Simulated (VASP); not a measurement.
BAs:

```
B As
1.0
     0.00000    2.37178    2.37178
     2.37178    0.00000    2.37178
     2.37178    2.37178    0.00000
B As
1 1
Cartesian
  0.0000 0.0000 0.0000
  1.1859 1.1859 1.1859
```

This cell differs from its parent crystal: strain -0.8%.

Base run:

```yaml
Program: VASP 6.6.1
Functional: r2SCAN
Potentials_or_basis: VASP PAW PBE potentials, release 64 (B, As)
Cutoff: 520 eV
k_mesh: 10 × 10 × 10
Occupations: gaussian, width 0.01 eV
Spin: no spin polarisation
```

Its results: band gap on the k mesh 1.35 eV, indirect (least direct gap 3.47 eV); pressure 4.1 GPa.

Task: The run is repeated on the same cell with these changes: functional from r2SCAN to PBE; occupations from gaussian, width 0.01 eV to fermi-dirac, width 0.02 eV. What comes out?

Result: Band gap on the k mesh 1.15 eV, indirect (least direct gap 3.30 eV); pressure 6.6 GPa.

Caveats: the PAW data sets were made with another functional, which shifts forces and pressure a little (some runs).

A k mesh can miss the band edges.
